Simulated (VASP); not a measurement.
# KTaSe2 (I4/mmm) in VASP: further runs, part 2 of 3

VASP 6.6.1. Earlier steps stand in the parts before.

**3. Single point, PBE, collinear spin**

The input, INCAR:

```
PREC = Accurate ; ENCUT = 520
EDIFF = 1E-6 ; ISMEAR = 0
SIGMA = 0.1 ; LREAL = F
LASPH = T ; NELM = 150
ALGO = Normal ; ISIF = 2
LWAVE = F ; LCHARG = T
ISPIN = 2 ; MAGMOM = 0 1 0 0
LORBIT = 11 ; LMAXMIX = 4
GGA = PE ; LELF = T
LVHAR = T ; NBANDS = 28
```

The input, KPOINTS:

```
Automatic mesh
0
Gamma
  4 4 4
```

The input, POSCAR:

```
KTaSe2
1.0
   -3.1470552500      3.1470552500      3.1579357100
    3.1470552500     -3.1470552500      3.1579357100
    3.1470552500      3.1470552500     -3.1579357100
K Ta Se
1 1 2
Direct
    0.0000000000      0.0000000000      0.0000000000
    0.5000000000      0.5000000000      0.0000000000
    0.5000000000      0.0000000000      0.5000000000
    0.0000000000      0.5000000000      0.5000000000
```

Potentials or basis: VASP PAW PBE potentials, release 64 (K_sv, Ta_pv, Se).

On the command line:

```console
$ cat potpaw_PBE.64/K_sv/POTCAR potpaw_PBE.64/Ta_pv/POTCAR potpaw_PBE.64/Se/POTCAR > POTCAR
$ mpirun -np 1 vasp_std > vasp.out
```

OUTCAR:

```text
PREC = Accurate
   ENCUT = 520
   EDIFF = 1E-6
   ISMEAR = 0
   LREAL = F
   LASPH = T
   NELM = 150
   ISIF = 2
   ISPIN = 2
   LORBIT = 11
   GGA = PE

 ion  position               nearest neighbor table
   1  0.000  0.000  0.000-   3 3.15   4 3.15   4 3.15   3 3.15   2 3.16   2 3.16
   2  0.500  0.500  0.000-   3 3.15   4 3.15   3 3.15   4 3.15   1 3.16   1 3.16
   3  0.500  0.000  0.500-   1 3.15   2 3.15   2 3.15   1 3.15
   4  0.000  0.500  0.500-   1 3.15   2 3.15   1 3.15   2 3.15

  LATTYP: Found a body centered tetragonal cell.
 ALAT       =     6.2941105000
 C/A-ratio  =     1.0034573464

  Lattice vectors:

 A1 = (  -3.1470552500,   3.1470552500,   3.1579357100)
 A2 = (   3.1470552500,  -3.1470552500,   3.1579357100)
 A3 = (   3.1470552500,   3.1470552500,  -3.1579357100)

Analysis of symmetry for initial positions (statically):
=====================================================================
 Subroutine PRICEL returns:
 Original cell was already a primitive cell.

 Routine SETGRP: Setting up the symmetry group for a
 body centered tetragonal supercell.

 Subroutine GETGRP returns: Found 16 space group operations
 (whereof 16 operations were pure point group operations)
 out of a pool of 16 trial point group operations.

The static configuration has the point symmetry D_4h.

Analysis of symmetry for dynamics (positions and initial velocities):
=====================================================================
 Subroutine PRICEL returns:
 Original cell was already a primitive cell.

 Routine SETGRP: Setting up the symmetry group for a
 body centered tetragonal supercell.

 Subroutine GETGRP returns: Found 16 space group operations
 (whereof 16 operations were pure point group operations)
 out of a pool of 16 trial point group operations.

The dynamic configuration has the point symmetry D_4h.
[... 150 lines left out ...]
  free energy    TOTEN  =       -16.76022817 eV

  energy without entropy =      -16.73420864  energy(sigma->0) =      -16.74721840

 E-fermi :   1.7900     XC(G=0):  -8.6247

 val. band max:        1.7882061270   @ k =  -0.2500   0.2500   0.0000
 cond. band min:       1.8121170870   @ k =   0.5000  -0.0000   0.0000
 fundamental gap:      0.0239109600
 Fermi energy:         1.7899815892

 spin component 1

 k-point     1 :       0.0000    0.0000    0.0000
  band No.  band energies     occupation
      1     -34.0877      1.00000
      2     -34.0877      1.00000
      3     -33.8980      1.00000
      4     -28.1630      1.00000
      5     -11.9068      1.00000
      6     -11.6656      1.00000
[... 392 lines left out ...]
     27       8.4455      0.00000
     28       8.4455      0.00000
 Fermi energy:         1.7899815892

 spin component 2

 k-point     1 :       0.0000    0.0000    0.0000
  band No.  band energies     occupation
      1     -32.9159      1.00000
      2     -32.9159      1.00000
      3     -32.2762      1.00000
      4     -28.1123      1.00000
      5     -11.8035      1.00000
      6     -11.6348      1.00000
[... 392 lines left out ...]
     27       8.9818      0.00000
     28       9.2478      0.00000

------------------------ aborting loop because EDIFF is reached ----------------------------------------

  FORCE on cell =-STRESS in cart. coord.  units (eV):
  Direction    XX          YY          ZZ          XY          YZ          ZX
  --------------------------------------------------------------------------------------
  -------------------------------------------------------------------------------------
  Total       -6.9939462     -6.9939462      1.7455547      0.0000000      0.0000000      0.0000000
  in kB      -89.5696461    -89.5696461     22.3548636      0.0000000      0.0000000      0.0000000
  external PRESSURE =     -52.2614762 kB  Pullay stress =       0.0000000 kB

 VOLUME and BASIS-vectors are now :
 -----------------------------------------------------------------------------
  energy-cutoff  :      520.00
  volume of cell :      125.10
      direct lattice vectors                 reciprocal lattice vectors
    -3.147055250  3.147055250  3.157935710     0.000000000  0.158878685  0.158331279
     3.147055250 -3.147055250  3.157935710     0.158878685  0.000000000  0.158331279
     3.147055250  3.147055250 -3.157935710     0.158878685  0.158878685  0.000000000

 POSITION                                       TOTAL-FORCE (eV/Angst)
 -----------------------------------------------------------------------------------
      0.00000      0.00000      0.00000         0.000000     -0.000000      0.000000
      0.00000      0.00000      3.15794        -0.000000      0.000000     -0.000000
      0.00000      3.14706      0.00000         0.000000      0.000000      0.000000
      3.14706      0.00000      0.00000         0.000000      0.000000     -0.000000
 -----------------------------------------------------------------------------------
    total drift:                               -0.000000      0.000000     -0.000000

  FREE ENERGIE OF THE ION-ELECTRON SYSTEM (eV)
  ---------------------------------------------------
  free  energy   TOTEN  =       -16.7602281740 eV

  energy  without entropy=      -16.7342086354  energy(sigma->0) =      -16.74721840

 total charge

# of ion       s       p       d       tot
------------------------------------------
    1        1.971   5.581   0.059   7.611
    2        0.293   5.964   2.253   8.511
    3        1.480   2.205   0.013   3.697
    4        1.480   2.205   0.013   3.697
--------------------------------------------------
tot          5.223  15.955   2.338  23.516

 magnetization (x)

# of ion       s       p       d       tot
------------------------------------------
    1        0.007   0.015   0.024   0.046
    2        0.153   0.008   1.941   2.102
    3        0.003  -0.047   0.005  -0.039
    4        0.003  -0.047   0.005  -0.039
--------------------------------------------------
tot          0.166  -0.071   1.975   2.070
```

OSZICAR:

```text
N       E                     dE             d eps       ncg     rms          rms(c)
DAV:   1     0.211894248880E+03    0.21189E+03   -0.14452E+04  1480   0.100E+03
DAV:   2    -0.676305501332E+01   -0.21866E+03   -0.20663E+03  1748   0.263E+02
DAV:   3    -0.189272545172E+02   -0.12164E+02   -0.11840E+02  1984   0.538E+01
DAV:   4    -0.193527267350E+02   -0.42547E+00   -0.42390E+00  2348   0.807E+00
DAV:   5    -0.193553020331E+02   -0.25753E-02   -0.25747E-02  1868   0.644E-01    0.113E+01
DAV:   6    -0.186107951598E+02    0.74451E+00   -0.86070E+00  1588   0.131E+01    0.105E+01
DAV:   7    -0.163572825861E+02    0.22535E+01   -0.62938E+00  1568   0.983E+00    0.465E+00
DAV:   8    -0.163754943555E+02   -0.18212E-01   -0.72393E-01  1648   0.327E+00    0.247E+00
DAV:   9    -0.166477623986E+02   -0.27227E+00   -0.19601E-01  1636   0.177E+00    0.215E+00
DAV:  10    -0.167173046071E+02   -0.69542E-01   -0.49210E-02  1664   0.959E-01    0.142E+00
DAV:  11    -0.167460447760E+02   -0.28740E-01   -0.14755E-01  1620   0.174E+00    0.778E-01
DAV:  12    -0.167584094625E+02   -0.12365E-01   -0.24841E-02  1556   0.787E-01    0.418E-01
DAV:  13    -0.167557467745E+02    0.26627E-02   -0.35252E-03  1768   0.279E-01    0.347E-01
DAV:  14    -0.167598325109E+02   -0.40857E-02   -0.33288E-03  1648   0.283E-01    0.116E-01
DAV:  15    -0.167601975644E+02   -0.36505E-03   -0.55071E-04  1852   0.115E-01    0.452E-02
DAV:  16    -0.167601533571E+02    0.44207E-04   -0.82190E-05  1644   0.465E-02    0.506E-02
DAV:  17    -0.167602272346E+02   -0.73878E-04   -0.64307E-05  1652   0.436E-02    0.118E-02
DAV:  18    -0.167602281740E+02   -0.93938E-06   -0.95267E-06  1796   0.157E-02
   1 F= -.16760228E+02 E0= -.16747218E+02  d E =-.260195E-01  mag=     3.2088
```

stdout:

```text
POSCAR found type information on POSCAR K TaSe
 POSCAR found :  3 types and       4 ions
 scaLAPACK will be used
 LDA part: xc-table for (Slater+PW92), standard interpolation
 POSCAR, INCAR and KPOINTS ok, starting setup
 FFT: planning ... GRIDC
 FFT: planning ... GRID_SOFT
 FFT: planning ... GRID
 WAVECAR not read
 entering main loop
```

Wall time 68 s (1 thread of AMD EPYC 9R45 (Zen 5), shared host); peak memory 0.32 GiB.

What came out:

```
Free energy                                           : -16.7602 eV
Pressure                                              : -5.2 GPa
Net moment                                            : 3.21 μB per cell
Site moments                                          : K +0.05; Ta +2.10; Se -0.04 μB
Valence electrons inside the program's atomic spheres : K 7.61; Ta 8.51; Se 3.70
```

Caveat: the stress differs along the axes, from -9 to 2 GPa; spin-orbit coupling is left out, which moves the levels of the heavy elements.

(Part 2 of 3 ends here.)
